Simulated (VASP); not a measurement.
# BaTiO3 (R3m) in VASP: single point with PBE+U

Aim: the single point of BaTiO3 with PBE+U.

Program: VASP 6.6.1. These are calculated values, not measurements. Logs are shortened: lines on timing, memory, paths and dates and some standing lists are left out, and cuts for length are marked.

## (1) The cell of the first run

It takes space group R3m (No. 160, trigonal). Conventional cell: a = 5.669 Å, b = 5.669 Å, c = 6.972 Å, α = 90.00°, β = 90.00°, γ = 120.00°. Ba (site symmetry 3m) has 12 O at 2.79 to 2.89 Å and 8 Ti at 3.38 to 3.59 Å within 3.7 Å. Within 2.5 Å of Ti (site symmetry 3m) lie 6 O at 1.88 to 2.15 Å. Within 2.5 Å of O (site symmetry m) lie 2 Ti at 1.88 to 2.15 Å.

## (2) Single point, PBE+U

File INCAR:

```
SYSTEM = BaTiO3
PREC = Accurate
ENCUT = 520
EDIFF = 1E-7
ISMEAR = -5
SIGMA = 0.1
LREAL = .False.
LASPH = .True.
NELM = 150
ALGO = Normal
ISIF = 2
LWAVE = .False.
LCHARG = .False.
LMAXMIX = 4
LDAU = .True.
LDAUTYPE = 2
LDAUL = -1 2 -1
LDAUU = 0 5 0
LDAUJ = 0 0 0
LDAUPRINT = 1
GGA = PE
NBANDS = 28
```

File KPOINTS:

```
Automatic mesh
0
Gamma
  5 5 5
  0 0 0
```

File POSCAR:

```
BaTiO3
1.0
    4.0141288600      0.0000000000      0.0000000000
    0.0109991200      4.0141088100      0.0000000000
    0.0109991200      0.0109690400      4.0140987800
Ba Ti O
1 1 3
Direct
    0.0000000000      0.0000000000      0.0000000000
    0.4847000000      0.4847000000      0.4847000000
    0.5088000000      0.5088000000      0.0183000000
    0.0183000000      0.5088000000      0.5088000000
    0.5088000000      0.0183000000      0.5088000000
```

Potentials or basis: VASP PAW PBE potentials, release 64 (Ba_sv, Ti_sv, O).

Command:

```
$ cat potpaw_PBE.64/Ba_sv/POTCAR potpaw_PBE.64/Ti_sv/POTCAR potpaw_PBE.64/O/POTCAR > POTCAR
$ mpirun -np 1 vasp_std > vasp.out
```

OUTCAR:

```text
SYSTEM = BaTiO3
   PREC = Accurate
   ENCUT = 520
   EDIFF = 1E-7
   ISMEAR = -5
   LREAL = .False.
   LASPH = .True.
   NELM = 150
   ISIF = 2
   GGA = PE

 ion  position               nearest neighbor table
   1  0.000  0.000  0.000-   4 2.79   3 2.79   5 2.79   4 2.84   3 2.84   4 2.84   3 2.84   5 2.84
                             5 2.84   4 2.89   3 2.89   5 2.89   2 3.38   2 3.44   2 3.44   2 3.44
   2  0.485  0.485  0.485-   5 1.88   3 1.88   4 1.88   5 2.15   3 2.15   4 2.15   1 3.38   1 3.44
                             1 3.44   1 3.44   1 3.51   1 3.51   1 3.51   1 3.59
   3  0.509  0.509  0.018-   2 1.88   2 2.15   1 2.79   1 2.84   1 2.84   1 2.89
   4  0.018  0.509  0.509-   2 1.88   2 2.15   1 2.79   1 2.84   1 2.84   1 2.89
   5  0.509  0.018  0.509-   2 1.88   2 2.15   1 2.79   1 2.84   1 2.84   1 2.89

  LATTYP: Found a trigonal (rhomboedric) cell.
 ALAT       =     4.0141288365
 COS(alpha) =     0.0027401014

  Lattice vectors:

 A1 = (   4.0141288600,   0.0000000000,   0.0000000000)
 A2 = (   0.0109991200,   4.0141088100,   0.0000000000)
 A3 = (   0.0109991200,   0.0109690400,   4.0140987800)

Analysis of symmetry for initial positions (statically):
=====================================================================
 Subroutine PRICEL returns:
 Original cell was already a primitive cell.

 Routine SETGRP: Setting up the symmetry group for a
 trigonal (rhombohedral) supercell.

 Subroutine GETGRP returns: Found  6 space group operations
 (whereof  6 operations were pure point group operations)
 out of a pool of 12 trial point group operations.

The static configuration has the point symmetry C_3v.

Analysis of symmetry for dynamics (positions and initial velocities):
=====================================================================
 Subroutine PRICEL returns:
 Original cell was already a primitive cell.

 Routine SETGRP: Setting up the symmetry group for a
[... 158 lines left out ...]
 -0.0007  0.1080 -0.0032 -0.0007  0.0062
  0.0069 -0.0032  0.2446 -0.0032  0.0000
 -0.0006 -0.0007 -0.0032  0.1080 -0.0062
 -0.0004  0.0062  0.0000 -0.0062  0.2446

spin component  2

  0.1080 -0.0007  0.0069 -0.0006 -0.0004
 -0.0007  0.1080 -0.0032 -0.0007  0.0062
  0.0069 -0.0032  0.2446 -0.0032  0.0000
 -0.0006 -0.0007 -0.0032  0.1080 -0.0062
 -0.0004  0.0062  0.0000 -0.0062  0.2446

 occupancies and eigenvectors

  o =  0.1066  v =  0.5790  0.5758 -0.0027  0.5773  0.0016  0.0000  0.0000  0.0000  0.0000  0.0000      0.0000  0.0000  0.0000  0.0000  0.0000  0.0000  0.0000  0.0000  0.0000  0.0000
  o =  0.1066  v =  0.0000  0.0000  0.0000  0.0000  0.0000  0.5790  0.5758 -0.0027  0.5773  0.0016      0.0000  0.0000  0.0000  0.0000  0.0000  0.0000  0.0000  0.0000  0.0000  0.0000
  o =  0.1081  v =  0.7040 -0.7075 -0.0522 -0.0007  0.0341  0.0000  0.0000  0.0000  0.0000  0.0000      0.0000  0.0000  0.0000  0.0000  0.0000  0.0000  0.0000  0.0000  0.0000  0.0000
  o =  0.1081  v =  0.0000  0.0000  0.0000  0.0000  0.0000  0.7040 -0.7075 -0.0522 -0.0007  0.0341      0.0000  0.0000  0.0000  0.0000  0.0000  0.0000  0.0000  0.0000  0.0000  0.0000
  o =  0.1081  v =  0.0000  0.0000  0.0000  0.0000  0.0000 -0.4082 -0.4066  0.0302  0.8150  0.0544      0.0000  0.0000  0.0000  0.0000  0.0000  0.0000  0.0000  0.0000  0.0000  0.0000
  o =  0.1081  v = -0.4082 -0.4066  0.0302  0.8150  0.0544  0.0000  0.0000  0.0000  0.0000  0.0000      0.0000  0.0000  0.0000  0.0000  0.0000  0.0000  0.0000  0.0000  0.0000  0.0000
  o =  0.2451  v = -0.0231 -0.0277 -0.5008  0.0508 -0.8633  0.0000  0.0000  0.0000  0.0000  0.0000      0.0000  0.0000  0.0000  0.0000  0.0000  0.0000  0.0000  0.0000  0.0000  0.0000
  o =  0.2451  v =  0.0000  0.0000  0.0000  0.0000  0.0000 -0.0231 -0.0277 -0.5008  0.0508 -0.8633      0.0000  0.0000  0.0000  0.0000  0.0000  0.0000  0.0000  0.0000  0.0000  0.0000
  o =  0.2451  v =  0.0000  0.0000  0.0000  0.0000  0.0000  0.0453 -0.0428  0.8634  0.0027 -0.5006      0.0000  0.0000  0.0000  0.0000  0.0000  0.0000  0.0000  0.0000  0.0000  0.0000
  o =  0.2451  v =  0.0453 -0.0428  0.8634  0.0027 -0.5006  0.0000  0.0000  0.0000  0.0000  0.0000      0.0000  0.0000  0.0000  0.0000  0.0000  0.0000  0.0000  0.0000  0.0000  0.0000

 number of electron      40.0000004 magnetization

 Free energy of the ion-electron system (eV)
  ---------------------------------------------------
  ext. energy  EPLUGINS =         0.00000000
  ---------------------------------------------------
  free energy    TOTEN  =       -36.54718933 eV

  energy without entropy =      -36.54718933  energy(sigma->0) =      -36.54718933

 E-fermi :   3.8608     XC(G=0): -11.2049

 val. band max:        3.7649454071   @ k =   0.4000   0.4000   0.4000
 cond. band min:       6.7861601750   @ k =   0.0000   0.0000   0.0000
 fundamental gap:      3.0212147679
 Fermi energy:         3.8608376308

 k-point     1 :       0.0000    0.0000    0.0000
  band No.  band energies     occupation
      1     -53.7707      2.00000
      2     -29.9667      2.00000
      3     -29.9566      2.00000
      4     -29.9566      2.00000
      5     -20.9552      2.00000
      6     -13.0071      2.00000
[... 578 lines left out ...]
     27      11.6761      0.00000
     28      11.7720      0.00000

------------------------ aborting loop because EDIFF is reached ----------------------------------------

  FORCE on cell =-STRESS in cart. coord.  units (eV):
  Direction    XX          YY          ZZ          XY          YZ          ZX
  --------------------------------------------------------------------------------------
  -------------------------------------------------------------------------------------
  Total        4.0377896      4.0384518      4.0391284     -0.1226484     -0.1219790     -0.1223138
  in kB      100.0197502    100.0361515    100.0529120     -3.0381127     -3.0215305     -3.0298258
  external PRESSURE =     100.0362712 kB  Pullay stress =       0.0000000 kB

 VOLUME and BASIS-vectors are now :
 -----------------------------------------------------------------------------
  energy-cutoff  :      520.00
  volume of cell :       64.68
      direct lattice vectors                 reciprocal lattice vectors
     4.014128860  0.000000000  0.000000000     0.249120054 -0.000682618 -0.000680754
     0.010999120  4.014108810  0.000000000     0.000000000  0.249121299 -0.000680756
     0.010999120  0.010969040  4.014098780     0.000000000  0.000000000  0.249121921

 POSITION                                       TOTAL-FORCE (eV/Angst)
 -----------------------------------------------------------------------------------
      0.00000      0.00000      0.00000        -0.076211     -0.076003     -0.075795
      1.95631      1.95096      1.94563         0.847471      0.845151      0.842846
      2.04819      2.04258      0.07346         0.043440      0.043321     -0.858383
      0.08465      2.04796      2.04237        -0.858139      0.045791      0.045666
      2.04819      0.07904      2.04237         0.043440     -0.858260      0.045666
 -----------------------------------------------------------------------------------
    total drift:                                0.000605      0.000509      0.000603

  FREE ENERGIE OF THE ION-ELECTRON SYSTEM (eV)
  ---------------------------------------------------
  free  energy   TOTEN  =       -36.5471893297 eV

  energy  without entropy=      -36.5471893297  energy(sigma->0) =      -36.54718933
```

OSZICAR:

```text
N       E                     dE             d eps       ncg     rms          rms(c)
DAV:   1     0.445733992975E+03    0.44573E+03   -0.20679E+04  1064   0.155E+03
DAV:   2    -0.338421458115E+01   -0.44912E+03   -0.43200E+03  1256   0.433E+02
DAV:   3    -0.462432382611E+02   -0.42859E+02   -0.42558E+02  1464   0.135E+02
DAV:   4    -0.483638528909E+02   -0.21206E+01   -0.21164E+01  1648   0.251E+01
DAV:   5    -0.484272567993E+02   -0.63404E-01   -0.63390E-01  1440   0.336E+00    0.240E+01
DAV:   6    -0.362709581119E+02    0.12156E+02   -0.56700E+01  1656   0.698E+01    0.898E+00
DAV:   7    -0.365858797601E+02   -0.31492E+00   -0.72363E+00  1380   0.154E+01    0.577E+00
DAV:   8    -0.365556814982E+02    0.30198E-01   -0.12435E+00  1300   0.931E+00    0.182E+00
DAV:   9    -0.365528692790E+02    0.28122E-02   -0.13922E-01  1320   0.327E+00    0.102E+00
DAV:  10    -0.365543360747E+02   -0.14668E-02   -0.10313E-01  1224   0.210E+00    0.734E-01
DAV:  11    -0.365474986565E+02    0.68374E-02   -0.36322E-02  1516   0.169E+00    0.202E-01
DAV:  12    -0.365472098127E+02    0.28884E-03   -0.39643E-03  1320   0.624E-01    0.803E-02
DAV:  13    -0.365471991845E+02    0.10628E-04   -0.41574E-04  1276   0.186E-01    0.272E-02
DAV:  14    -0.365471911274E+02    0.80571E-05   -0.79453E-05  1308   0.862E-02    0.176E-02
DAV:  15    -0.365471898353E+02    0.12921E-05   -0.70204E-06  1396   0.191E-02    0.678E-03
DAV:  16    -0.365471893585E+02    0.47680E-06   -0.79433E-07  1484   0.744E-03    0.252E-03
DAV:  17    -0.365471893297E+02    0.28752E-07   -0.10859E-07   752   0.240E-03
   1 F= -.36547189E+02 E0= -.36547189E+02  d E =0.000000E+00
```

stdout:

```text
POSCAR found type information on POSCAR BaTiO
 POSCAR found :  3 types and       5 ions
 scaLAPACK will be used
 LDA part: xc-table for (Slater+PW92), standard interpolation
 POSCAR, INCAR and KPOINTS ok, starting setup
 FFT: planning ... GRIDC
 FFT: planning ... GRID_SOFT
 FFT: planning ... GRID
 WAVECAR not read
 entering main loop
```

It took 30 s on 1 thread of Intel Xeon Platinum 8375C at 2.90GHz (Ice Lake), shared host; peak memory 0.19 GiB.

Results:

```yaml
Free_energy: -36.5472 eV
Pressure: 10.0 GPa
Largest_force: 1.464 eV/Å
Band_gap_on_the_k_mesh: 3.02 eV, indirect (least direct gap 3.33 eV)
```

Forces on the atoms (eV/Å):
```
Ba  -0.076 -0.076 -0.076
Ti   0.847  0.845  0.843
O    0.043  0.043 -0.858
O   -0.858  0.046  0.046
O    0.043 -0.858  0.046
```

Stress tensor (GPa, compression positive):
```
10.00 -0.30 -0.30
-0.30 10.00 -0.30
-0.30 -0.30 10.01
```

Eigenvalues of the final occupation matrices:
```csv
site,spin,trace,eigenvalues
site 2 d,1,0.81,0.11 0.11 0.11 0.25 0.25
site 2 d,2,0.81,0.11 0.11 0.11 0.25 0.25
```

Caveat: spin-orbit coupling is left out, which moves the levels of the heavy elements; forces of over 1 eV/Å act on the atoms, so gaps and moduli don't describe the material at rest.
